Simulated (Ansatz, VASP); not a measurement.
**One calculation of K, two programs**

```
K
1.0
     6.20039    0.00000    0.00000
    -3.10019    5.36969    0.00000
     0.00000    0.00000    3.68448
K
3
Direct
  0.00000 0.00000 0.00000
  0.33333 0.66667 0.50000
  0.66667 0.33333 0.50000
```

Change from the starting cell: volume scaled by 0.55, crystal datasets.

Alike in both runs: task single point; functional PBE; k mesh 5 × 5 × 7; occupations fermi-dirac, width 0.1 eV; no spin polarisation.

|  | VASP | Ansatz |
| --- | --- | --- |
| version | VASP 6.6.1 | Ansatz 0.2.0 |
| potentials or method | VASP PAW PBE potentials, release 64 (K_sv), cutoff 520 eV | all-electron PAW with datasets made for the crystal, scalar-relativistic |

|  | VASP | Ansatz | Ansatz less VASP |
| --- | --- | --- | --- |
| pressure (GPa) | 6.3 | 6.3 | +0.01 |

Ansatz ran all-electron here, and VASP with PAW potentials.
